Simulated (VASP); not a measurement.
A run of VASP 6.6.1 is set up as follows.

File INCAR:

```
SYSTEM = Te
  ALGO = Normal
  EDIFF = 1E-7
  ENCUT = 520
  GGA = PE
  ISIF = 2
  ISMEAR = -1
  LASPH = .True.
  LCHARG = .True.
  LELF = .True.
  LREAL = .False.
  LVHAR = .True.
  LWAVE = .False.
  NBANDS = 16
  NELM = 100
  PREC = Accurate
  SIGMA = 0.05
```

Contents of KPOINTS:

```
k-points
0
Gamma
  7 7 5
  0 0 0
```

The input POSCAR:

```
Te
1.0
    4.4241064818      0.0000000000      0.0000000000
   -2.2120532409      3.8313886024      0.0000000000
    0.0000000000      0.0000000000      5.8842404128
Te
3
Direct
    0.7310000000      0.7310000000      0.0000000000
    0.0000000000      0.2690000000      0.6666666667
    0.2690000000      0.0000000000      0.3333333333
```

Potentials or basis: VASP PAW PBE potentials, release 64 (Te).

Command:

```bash
$ cat potpaw_PBE.64/Te/POTCAR > POTCAR
$ mpirun -np 1 vasp_std > vasp.out
```

Question: Predict the largest force.

Answer: 0.271 eV/Å.

Question: Estimate the band gap on the k mesh.

Answer: 0.62 eV (least direct gap 0.80 eV).

Question: Estimate the pressure.

Answer: 2.5 GPa.

Stress tensor (GPa, compression positive):
```
2.25 0.00 0.00
0.00 2.25 0.00
0.00 0.00 3.14
```

Caveat: spin-orbit coupling is left out, which moves the levels of the heavy elements; an odd mesh through Γ misses points on the zone boundary, where band edges can lie.
